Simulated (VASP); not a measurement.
# Ru6C in VASP: a series of runs

The runs below take Ru6C through single point, with LDA.

Everything below comes from runs of VASP 6.6.1. Logs are shortened: lines on timing, memory, paths and dates and some standing lists are left out, and cuts for length are marked.

### 1 The cell of the first run

The cell holds a slab with vacuum, 7 atoms: a = 2.674 Å, b = 4.227 Å, c = 20.751 Å, α = 90.00°, β = 90.00°, γ = 90.00°.

### 2 Single point, LDA

Input file INCAR:

```
PREC = Accurate ; ENCUT = 520
EDIFF = 1E-6 ; ISMEAR = 0
SIGMA = 0.1 ; LREAL = F
LASPH = T ; NELM = 100
ALGO = Fast ; ISIF = 2
LWAVE = F ; LCHARG = F
LDIPOL = T ; IDIPOL = 3
DIPOL = 0.5 0.5 0.349 ; NBANDS = 53
```

Input file KPOINTS:

```
Automatic mesh
0
Gamma
  10 6 1
```

Input file POSCAR:

```
Ru6C
1.0
    2.6740588497      0.0000000000      0.0000000000
    0.0000000000      4.2267609849      0.0000000000
    0.0000000000      0.0000000000     20.7512332531
Ru C
6 1
Direct
    0.0000000000      0.7500000000      0.1927596279
    0.5000000000      0.2500000000      0.2299590699
    0.5000000000      0.7500000000      0.3043579540
    0.0000000000      0.2500000000      0.3397181852
    0.0000000000      0.7500000000      0.4149217975
    0.5000000000      0.2500000000      0.4458160698
    0.8333333333      0.3500000000      0.5131012044
```

Potentials or basis: VASP PAW LDA potentials, release 64 (Ru_pv, C).

Started as:

```bash
cat potpaw_LDA.64/Ru_pv/POTCAR potpaw_LDA.64/C/POTCAR > POTCAR
mpirun -np 1 vasp_std > vasp.out
```

OUTCAR:

```text
PREC = Accurate
   ENCUT = 520
   EDIFF = 1E-6
   ISMEAR = 0
   LREAL = F
   LASPH = T
   NELM = 100
   ISIF = 2

 ion  position               nearest neighbor table
   1  0.000  0.750  0.193-   2 2.62   2 2.62   2 2.62   2 2.62   3 2.67   3 2.67
   2  0.500  0.250  0.230-   1 2.62   1 2.62   1 2.62   1 2.62   3 2.62   3 2.62   4 2.64   4 2.64

   3  0.500  0.750  0.304-   4 2.61   4 2.61   4 2.61   4 2.61   2 2.62   2 2.62   5 2.66   5 2.66
                             1 2.67   1 2.67
   4  0.000  0.250  0.340-   6 2.58   6 2.58   3 2.61   3 2.61   3 2.61   3 2.61   5 2.63   5 2.63
                             2 2.64   2 2.64
   5  0.000  0.750  0.415-   6 2.58   6 2.58   6 2.58   6 2.58   4 2.63   4 2.63   3 2.66   3 2.66
                             7 2.68
   6  0.500  0.250  0.446-   7 1.71   7 2.30   4 2.58   4 2.58   5 2.58   5 2.58   5 2.58   5 2.58

   7  0.833  0.350  0.513-   6 1.71   6 2.30   5 2.68

  LATTYP: Found a simple orthorhombic cell.
 ALAT       =     2.6740588497
 B/A-ratio  =     1.5806536888
 C/A-ratio  =     7.7602006610

  Lattice vectors:

 A1 = (   2.6740588497,   0.0000000000,   0.0000000000)
 A2 = (   0.0000000000,   4.2267609849,   0.0000000000)
 A3 = (   0.0000000000,   0.0000000000,  20.7512332531)

Analysis of symmetry for initial positions (statically):
=====================================================================
 Subroutine PRICEL returns:
 Original cell was already a primitive cell.

 Routine SETGRP: Setting up the symmetry group for a
 simple orthorhombic supercell.

 Subroutine GETGRP returns: Found  1 space group operations
 (whereof  1 operations were pure point group operations)
 out of a pool of  8 trial point group operations.

The static configuration has the point symmetry C_1 .

Analysis of symmetry for dynamics (positions and initial velocities):
=====================================================================
 Subroutine PRICEL returns:
 Original cell was already a primitive cell.

 Routine SETGRP: Setting up the symmetry group for a
 simple orthorhombic supercell.

 Subroutine GETGRP returns: Found  1 space group operations
 (whereof  1 operations were pure point group operations)
 out of a pool of  8 trial point group operations.

The dynamic configuration has the point symmetry C_1 .

 Subroutine INISYM returns: Found  1 space group operations
 (whereof  1 operations are pure point group operations),
 and found     1 'primitive' translations

----------------------------------------------------------------------------------------

                                     Primitive cell

  volume of cell :     234.5430

  direct lattice vectors                    reciprocal lattice vectors
     2.674058850  0.000000000  0.000000000     0.373963348  0.000000000  0.000000000
     0.000000000  4.226760985  0.000000000     0.000000000  0.236587780  0.000000000
     0.000000000  0.000000000 20.751233253     0.000000000  0.000000000  0.048189907

  length of vectors
     2.674058850  4.226760985 20.751233253     0.373963348  0.236587780  0.048189907

  position of ions in fractional coordinates (direct lattice)
     0.000000000  0.750000000  0.192759628
     0.500000000  0.250000000  0.229959070
     0.500000000  0.750000000  0.304357954
     0.000000000  0.250000000  0.339718185
     0.000000000  0.750000000  0.414921797
     0.500000000  0.250000000  0.445816070
     0.833333333  0.350000000  0.513101204

  ion indices of the primitive-cell ions
   primitive index   ion index
                 1           1
                 2           2
                 3           3
                 4           4
                 5           5
                 6           6
                 7           7

----------------------------------------------------------------------------------------

 KPOINTS: Automatic mesh

Automatic generation of k-mesh.
 Grid dimensions read from file:
 generate k-points for:   10    6    1

 Generating k-lattice:

  Cartesian coordinates                     Fractional coordinates (reciprocal lattice)
     0.037396335  0.000000000  0.000000000     0.100000000  0.000000000  0.000000000
     0.000000000  0.039431297  0.000000000     0.000000000  0.166666667  0.000000000
     0.000000000  0.000000000  0.048189907     0.000000000  0.000000000  1.000000000

  Length of vectors
     0.037396335  0.039431297  0.048189907

  Shift w.r.t. Gamma in fractional coordinates (k-lattice)
     0.000000000  0.000000000  0.000000000

 Subroutine IBZKPT returns following result:
 ===========================================

 Found     32 irreducible k-points:

 Following reciprocal coordinates:
            Coordinates               Weight
  0.000000  0.000000  0.000000      1.000000
  0.100000  0.000000  0.000000      2.000000
  0.200000  0.000000  0.000000      2.000000
  0.300000  0.000000  0.000000      2.000000
  0.400000  0.000000  0.000000      2.000000
  0.500000  0.000000  0.000000      1.000000
[... 16 lines left out ...]
  0.300000 -0.333333  0.000000      2.000000
  0.400000  0.333333  0.000000      2.000000
 [... further k-points ...]
   k-points           NKPTS =     32   k-points in BZ     NKDIM =     32   number of bands    NBANDS=     53
   number of dos      NEDOS =    301   number of ions     NIONS =      7
   total plane-waves  NPLWV = 102400
   dimension x,y,z NGX =    20 NGY =   32 NGZ =  160
   dimension x,y,z NGXF=    40 NGYF=   64 NGZF=  320
   ions per type =               6   1
   NGX,Y,Z   is equivalent  to a cutoff of  12.43, 12.59, 12.82 a.u.
   NGXF,Y,Z  is equivalent  to a cutoff of  24.87, 25.17, 25.64 a.u.
 SYSTEM =  unknown system
   PREC   = accura    normal or accurate (medium, high low for compatibility)
   ISTART =      0    job   : 0-new  1-cont  2-samecut
   ICHARG =      2    charge: 1-file 2-atom 10-const
   ISPIN  =      1    spin polarized calculation?
   LNONCOLLINEAR =      F non collinear calculations
   LSORBIT =      F    spin-orbit coupling
   LASPH  =      T    aspherical Exc in radial PAW
   ENCUT  =  520.0 eV  38.22 Ry    6.18 a.u.   4.97  7.86 38.58*2*pi/ulx,y,z
   NELM   =    100;   NELMIN=  2; NELMDL= -5     # of ELM steps
   EDIFF  = 0.1E-05   stopping-criterion for ELM
   LREAL  =      F    real-space projection
   EDIFFG = 0.1E-04   stopping-criterion for IOM
   NSW    =      0    number of steps for IOM
   IBRION =     -1    ionic relax: 0-MD 1-quasi-New 2-CG
   NFREE  =      0    steps in history (QN), initial steepest desc. (CG)
   ISIF   =      2    stress and relaxation
   ISYM   =      2    0-nonsym 1-usesym 2-fastsym
   POTIM  = 0.5000    time-step for ionic-motion
   TEBEG  =    0.0;   TEEND  =   0.0 temperature during run
   PSTRESS=    0.0 pullay stress
   NELECT =      88.0000    total number of electrons
   NUPDOWN=      -1.0000    fix difference up-down
   EMIN   =  10.00;   EMAX   =-10.00  energy-range for DOS
   EFERMI =   0.00;   METHOD = LEGACY
   ISMEAR =     0;   SIGMA  =   0.10  broadening in eV -4-tet -1-fermi 0-gaus
   EFERMI_NEDOS =   21; number of points for ismear=-14 and -15
   IALGO  =     68    algorithm
   IMIX   =      4    mixing-type and parameters
     AMIX     =   0.40;   BMIX     =  1.00
     AMIX_MAG =   1.60;   BMIX_MAG =  1.00
  volume/ion in A,a.u.               =      33.51       226.11
  Fermi-wavevector in a.u.,A,eV,Ry     =   1.180760  2.231312 18.969155  1.394194
  Thomas-Fermi vector in A             =   2.317046
   LORBIT       =      0    0 simple, 1 ext, 2 COOP (PROOUT), +10 PAW based schemes
   GGA     = CA    functional components
   LHFCALC =     F    Hartree Fock is set to
   AEXX    =    0.0000 exact exchange contribution
   IVDW    =     0    specifies the selected vdW correction
   LEPSILON=     F    determine dielectric tensor
   LRPA    =     F    only Hartree local field effects (RPA)
 non-spin polarized calculation
 RMM-DIIS sequential band-by-band and
 Gauss-broadening in eV      SIGMA  =   0.10
  energy-cutoff  :      520.00
  volume of cell :      234.54
 maximum number of plane-waves:      6366
 NGX is ok and might be reduce to    20
   NGX =  9   NGY = 15   NGZ = 77

 dipolmoment           0.000000      0.000000     -0.126540 electrons x Angstroem

 number of electron      88.0000001 magnetization

 dipolmoment           0.000000      0.000000      0.081664 electrons x Angstroem

 Free energy of the ion-electron system (eV)
  ---------------------------------------------------
  ext. energy  EPLUGINS =         0.00000000
  ---------------------------------------------------
  free energy    TOTEN  =       -66.74698449 eV

  energy without entropy =      -66.71486991  energy(sigma->0) =      -66.73092720

 E-fermi :   1.0711     XC(G=0):  -6.2824

 val. band max:        1.0604972543   @ k =   0.4000  -0.3333   0.0000
 cond. band min:       1.0820826001   @ k =   0.3000  -0.1667   0.0000
 fundamental gap:      0.0215853458
 Fermi energy:         1.0711423004

 k-point     1 :       0.0000    0.0000    0.0000
  band No.  band energies     occupation
      1     -42.6561      2.00000
      2     -42.5164      2.00000
      3     -42.2960      2.00000
      4     -42.1634      2.00000
      5     -42.0369      2.00000
      6     -42.0142      2.00000
[... 45 lines left out ...]
     52       2.9177      0.00000
     53       3.0881      0.00000

 k-point     2 :       0.1000    0.0000    0.0000
  band No.  band energies     occupation
      1     -42.6471      2.00000
      2     -42.4929      2.00000
      3     -42.2724      2.00000
      4     -42.1599      2.00000
      5     -42.0537      2.00000
      6     -42.0098      2.00000
[... 45 lines left out ...]
     52       2.9609      0.00000
     53       3.4025      0.00000
[... 1174 lines left out ...]
     52       3.5358      0.00000
     53       3.8266      0.00000

 k-point    24 :       0.4000    0.3333    0.0000
  band No.  band energies     occupation
      1     -42.8445      2.00000
      2     -42.4713      2.00000
      3     -42.3867      2.00000
      4     -42.2803      2.00000
      5     -42.1855      2.00000
      6     -42.1270      2.00000
[... 45 lines left out ...]
     52       3.4989      0.00000
     53       3.8804      0.00000

 [... further k-points ...]

------------------------ aborting loop because EDIFF is reached ----------------------------------------

 vacuum level on the upper side and lower side of the slab       (xc-potential included)         0.556        -0.646

  FORCE on cell =-STRESS in cart. coord.  units (eV):
  Direction    XX          YY          ZZ          XY          YZ          ZX
  --------------------------------------------------------------------------------------
  -------------------------------------------------------------------------------------
  Total       -0.2243165     -0.3379661      2.3073802      0.7902293      1.0401805      2.8004893
  in kB       -1.5323190     -2.3086662     15.7618498      5.3981029      7.1055341     19.1303072
  external PRESSURE =       3.9736216 kB  Pullay stress =       0.0000000 kB

 VOLUME and BASIS-vectors are now :
 -----------------------------------------------------------------------------
  energy-cutoff  :      520.00
  volume of cell :      234.54
      direct lattice vectors                 reciprocal lattice vectors
     2.674058850  0.000000000  0.000000000     0.373963348  0.000000000  0.000000000
     0.000000000  4.226760985  0.000000000     0.000000000  0.236587780  0.000000000
     0.000000000  0.000000000 20.751233253     0.000000000  0.000000000  0.048189907

 POSITION                                       TOTAL-FORCE (eV/Angst)
 -----------------------------------------------------------------------------------
      0.00000      3.17007      4.00000         0.055467      0.064810      0.913288
      1.33703      1.05669      4.77193         0.048043     -0.030458     -0.454836
      1.33703      3.17007      6.31580        -0.124254     -0.142440     -0.081948
      0.00000      1.05669      7.04957        -0.511362     -0.037526     -1.876700
      0.00000      3.17007      8.61014        -0.026679      0.079258     -0.582327
      1.33703      1.05669      9.25123        -0.730088     -0.502787      1.798070
      2.22838      1.47937     10.64748         1.288873      0.569142      0.284453
 -----------------------------------------------------------------------------------
    total drift:                                0.000010      0.000019     -0.002071

  FREE ENERGIE OF THE ION-ELECTRON SYSTEM (eV)
  ---------------------------------------------------
  free  energy   TOTEN  =       -66.7469844917 eV

  energy  without entropy=      -66.7148699125  energy(sigma->0) =      -66.73092720

 vacuum level on the upper side and lower side of the slab         7.505         6.200
```

It took 16 min on 1 thread of Oxide Virtual Turin-like, shared host; peak memory 0.37 GiB.

What came out:

| Property | Result |
| --- | --- |
| Free energy | -66.7470 eV |
| Largest force | 2.005 eV/Å |
| Band gap on the k mesh | zero (bands 44 and 45 overlap by 1.36 eV) |

Forces on the atoms (eV/Å):
```
Ru   0.055  0.065  0.913
Ru   0.048 -0.030 -0.455
Ru  -0.124 -0.142 -0.082
Ru  -0.511 -0.038 -1.877
Ru  -0.027  0.079 -0.582
Ru  -0.730 -0.503  1.798
C    1.289  0.569  0.284
```

### 3 Single point, LDA

Input file INCAR:

```
SYSTEM = Ru6C
PREC = Accurate ; ENCUT = 520
EDIFF = 1E-7 ; ISMEAR = 0
SIGMA = 0.1 ; LREAL = .False.
LASPH = .True. ; NELM = 100
ALGO = Fast ; ISIF = 2
LWAVE = .False. ; LCHARG = .True.
LDIPOL = .True. ; IDIPOL = 3
DIPOL = 0.5 0.5 0.345 ; GGA = CA
LELF = .True. ; LVHAR = .True.
LVACPOTAV = .True. ; NBANDS = 53
```

Input file KPOINTS:

```
regular mesh
0
Gamma
  10 6 1
  0 0 0
```

POSCAR: that of step 2 with these lines changed.

```diff
@@ -14,2 +14,2 @@
     0.5000000000      0.2500000000      0.4458160698
-    0.8333333333      0.3500000000      0.5131012044
+    0.6666666667      0.6500000000      0.4889090486
```

Potentials or basis: VASP PAW LDA potentials, release 64 (Ru_pv, C).

Started as:

```bash
cat potpaw_LDA.64/Ru_pv/POTCAR potpaw_LDA.64/C/POTCAR > POTCAR
mpirun -np 1 vasp_std > vasp.out
```

It took 26 min on 1 thread of Oxide Virtual Turin-like, shared host; peak memory 0.38 GiB.

The run converged. Its results:

| Item | Value |
| --- | --- |
| Free energy | -67.5469 eV |
| Largest force | 1.948 eV/Å |
| Band gap on the k mesh | zero (bands 44 and 45 overlap by 1.48 eV) |

Forces in eV/Å, atoms in the order of the input:
```
Ru  -0.041 -0.043  1.059
Ru   0.031  0.040 -0.709
Ru   0.287 -0.010 -1.231
Ru   0.138 -0.178 -0.560
Ru   0.708  0.701 -0.646
Ru   0.207 -0.055  1.936
C   -1.331 -0.455  0.151
```

Levels at points of the mesh, in eV from the Fermi level:
```
           k point  band 42  band 43  band 44  band 45  band 46  band 47  band 48  band 49
(0.00, 0.00, 0.00)    -1.39    -1.25    -1.00    -0.58    -0.22     0.67     0.97     1.13
(0.50, 0.00, 0.00)    -0.04     0.11     0.74     1.14     1.31     1.44     1.66     1.89
(0.00, 0.50, 0.00)    -0.84    -0.33    -0.22    -0.08     0.32     0.39     0.49     0.71
(0.50, 0.50, 0.00)     0.10     0.30     0.49     0.99     1.18     1.26     1.63     1.72
```

(Continued in part 2 of 2.)

The gap in the log of VASP goes by the Fermi energy; the results here count the filled bands.